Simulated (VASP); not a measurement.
## MnGa3: single point with PBE

Crystal: MnGa3.

```
Ga Mn
1.0
     0.00000    3.24670    3.24670
     3.24670    0.00000    3.24670
     3.24670    3.24670    0.00000
Ga Mn
3 1
Cartesian
  1.6234 1.6234 1.6234
  4.8701 4.8701 4.8701
  3.2467 3.2467 3.2467
  0.0000 0.0000 0.0000
```

| Item | Value |
| --- | --- |
| Program | VASP 6.6.1 |
| Task | single point |
| Functional | PBE |
| Potentials or basis | VASP PAW PBE potentials, release 64 (Ga_d, Mn_pv) |
| Cutoff | 520 eV |
| k mesh | 12 × 12 × 12 |
| Occupations | gaussian, width 0.1 eV |
| Spin | collinear spin, ferromagnetic start |
| Starting moments | [0.0, 0.0, 0.0, 4.0] μB |

| Quantity | Value |
| --- | --- |
| Pressure | 0.1 GPa |
| Net moment | 3.75 μB per cell |
| Site moments | Ga -0.03, -0.00 (each value once); Mn +3.62 μB |
| Valence electrons inside the program's atomic spheres | Ga 11.59, 11.56 (each value once); Mn 11.45 |

Levels at points of the mesh, in eV from the Fermi level:
Spin up:
```
           k point  band 26  band 27  band 28  band 29  band 30  band 31
(0.00, 0.00, 0.00)    -0.06     0.55     0.55     0.55     1.60     1.60
(0.50, 0.00, 0.00)    -2.23    -0.05    -0.05     0.34     0.34     1.02
(0.50, 0.50, 0.00)    -2.64    -2.62    -1.49    -0.99     6.34     6.34
```
Spin down:
| k point | band 20 | band 21 | band 22 | band 23 | band 24 | band 25 | band 26 | band 27 | band 28 | band 29 |
| --- | --- | --- | --- | --- | --- | --- | --- | --- | --- | --- |
| (0.00, 0.00, 0.00) | -1.95 | -1.76 | -1.76 | -1.76 | 0.10 | 0.47 | 0.47 | 0.57 | 0.57 | 0.57 |
| (0.50, 0.00, 0.00) | -7.93 | -2.27 | -2.19 | -2.19 | -0.56 | 0.15 | 0.15 | 0.41 | 0.41 | 2.41 |
| (0.50, 0.50, 0.00) | -7.38 | -5.03 | -3.48 | -3.48 | -1.43 | 0.31 | 0.31 | 0.75 | 1.41 | 1.87 |

Run time: 16 min on 1 thread of Intel Xeon 8259CL, with other jobs on the host, peak memory 0.42 GiB.
